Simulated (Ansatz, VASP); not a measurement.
## Two plane-wave programs on Al

File INCAR:

```
  PREC = Accurate
  ENCUT = 520
  EDIFF = 1E-6
  ISMEAR = 0
  SIGMA = 0.15
  LREAL = False
  LASPH = True
  NELM = 100
  ALGO = Fast
  ISIF = 2
  LWAVE = False
  LCHARG = False
  GGA = PE
  IVDW = 12
  NBANDS = 10
```

The input KPOINTS:

```
regular mesh
0
Gamma
  18 18 10
```

POSCAR

```
Al
1.0
    2.8124553515      0.0000000000      0.0000000000
   -1.4062276757      2.4356577814      0.0000000000
    0.0000000000      0.0000000000      4.8668500000
Al
2
Direct
    0.5149149530      0.4565033461      0.7500000000
    0.3333333333      0.6666666667      0.2500000000
```

Input for Ansatz:

```yaml
crystal:
  lattice:
    - [2.8124553515, 0.0, 0.0]
    - [-1.4062276757, 2.4356577814, 0.0]
    - [0.0, 0.0, 4.86685]
  atoms:
    - { symbol: Al, position: [0.514914953, 0.4565033461, 0.75] }
    - { symbol: Al, position: [0.3333333333, 0.6666666667, 0.25] }
basis:
  ecutwfc: 420
kpoints:
  mp_grid: { grid: [18, 18, 10] }
hamiltonian:
  xc: pbe
  dispersion: d3bj
scf:
  occupations: { method: gaussian, width: 0.15 }
output:
  forces: true
  stress: true
  eigenvalues: true
```

Alike in both runs: task single point; functional PBE; dispersion D3(BJ); k mesh 18 × 18 × 10; occupations gaussian, width 0.15 eV; no spin polarisation.

|  | VASP | Ansatz |
| --- | --- | --- |
| version | VASP 6.6.1 | Ansatz 0.2.0 |
| potentials or method | VASP PAW PBE potentials, release 64 (Al), cutoff 520 eV | scalar-relativistic, plane waves, PAW |
| valence electrons in the cell | 6 | 6 |

Ansatz gave:

* gap on the k mesh at the Fermi level (eV): none
* pressure (GPa): 0.7
* traceless stress, the component that is largest in VASP (GPa): 4.65
* rms of the force components (eV/Å): 0.392

**Question.** Estimate VASP's values.

**Answer.** gap on the k mesh at the Fermi level (eV): none; pressure (GPa): 0.7; traceless stress, the component that is largest in VASP (GPa): 4.66; rms of the force components (eV/Å): 0.391.

Atom by atom the forces differ by 0.001 eV/Å (rms over components). A gap of «none» marks a metal or a gap that the smearing closes.
